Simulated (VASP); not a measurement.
A run of VASP 6.6.1:

INCAR

```
SYSTEM = CoSi
PREC = Accurate
ENCUT = 600
EDIFF = 1E-6
ISMEAR = 0
SIGMA = 0.1
LREAL = .FALSE.
LASPH = .TRUE.
NELM = 200
ALGO = Normal
ISIF = 2
LWAVE = .FALSE.
LCHARG = .FALSE.
ISPIN = 2
MAGMOM = 3 0
LORBIT = 11
LMAXMIX = 4
GGA = PE
NBANDS = 18
GGA_COMPAT = .FALSE.
```

KPOINTS

```
regular mesh
0
G
  6 6 6
  0 0 0
```

Contents of POSCAR:

```
CoSi
1.0
    2.7813339200      0.0000000000      0.0000000000
    0.0000000000      2.7813339200      0.0000000000
    0.0000000000      0.0000000000      2.7813339200
Co Si
1 1
Direct
    0.0000000000      0.0000000000      0.0000000000
    0.5000000000      0.5000000000      0.5000000000
```

Potentials or basis: VASP PAW PBE potentials, release 64 (Co, Si).

Run with:

```sh
$ cat potpaw_PBE.64/Co/POTCAR potpaw_PBE.64/Si/POTCAR > POTCAR
$ mpirun -np 1 vasp_std > vasp.out
```

Hardware: 1 thread of Oxide Virtual Turin-like Processor (shared host).

Q: How long does it take, and how much memory?

A: Wall time 21 s on 1 thread of Oxide Virtual Turin-like Processor, with other jobs on the host, peak memory 0.11 GiB. Counts: scf iterations 14, k points 20.
